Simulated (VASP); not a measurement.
Input of a VASP 6.6.1 run:

File INCAR:

```
PREC = Accurate ; ENCUT = 520
EDIFF = 1E-6 ; ISMEAR = -1
SIGMA = 0.1 ; LREAL = F
LASPH = T ; NELM = 60
ALGO = Normal ; ISIF = 2
LWAVE = F ; LCHARG = F
GGA = PS ; NBANDS = 12
```

KPOINTS

```
Automatic mesh
0
Gamma
  13 13 13
```

POSCAR

```
Y
1.0
   -1.9343910321      1.9343910321      1.9343910321
    1.9343910321     -1.9343910321      1.9343910321
    1.9343910321      1.9343910321     -1.9343910321
Y
1
Direct
    0.0000000000      0.0000000000      0.0000000000
```

Potentials or basis: VASP PAW PBE potentials, release 64 (Y_sv).

Run with:

```bash
$ cat potpaw_PBE.64/Y_sv/POTCAR > POTCAR
$ mpirun -np 1 vasp_std > vasp.out
```

Estimate the pressure.

3.6 GPa.

Caveat: the PAW data sets were made with another functional, which shifts forces and pressure a little.
